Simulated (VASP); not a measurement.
NbRu, 2 atoms in the cell. The structure is cubic, space group Pm-3m (No. 221). The conventional cell has a = 3.184 Å, b = 3.184 Å, c = 3.184 Å, α = 90.00°, β = 90.00°, γ = 90.00°. Within 3.6 Å of Nb (site symmetry m-3m) lie 8 Ru at 2.76 Å and 6 Nb at 3.18 Å. Within 3.6 Å of Ru (site symmetry m-3m) lie 8 Nb at 2.76 Å and 6 Ru at 3.18 Å. 

- Program: VASP 6.6.1
- Task: single point
- Functional: PBEsol
- Potentials or basis: VASP PAW PBE potentials, release 64 (Nb_sv, Ru_pv)
- Cutoff: 520 eV
- k mesh: 16 × 16 × 16
- Occupations: gaussian, width 0.15 eV
- Spin: no spin polarisation
- Dipole correction: no
- Further INCAR settings: ALGO = Fast; EDIFF = 1e-06; NBANDS = 20

Potentials or basis: VASP PAW PBE potentials, release 64 (Nb_sv, Ru_pv).

Command:

```console
$ cat potpaw_PBE.64/Nb_sv/POTCAR potpaw_PBE.64/Ru_pv/POTCAR > POTCAR
$ mpirun -np 1 vasp_std > vasp.out
```

Hardware: 1 thread of Intel(R) Xeon(R) 6975P-C (Granite Rapids), with other jobs on the host.

Question: How long does it take, and how much memory?

Answer: Wall time 54 s on 1 thread of Intel(R) Xeon(R) 6975P-C (Granite Rapids) (shared host), peak memory 0.22 GiB. Counts: scf iterations 21, k points 165.
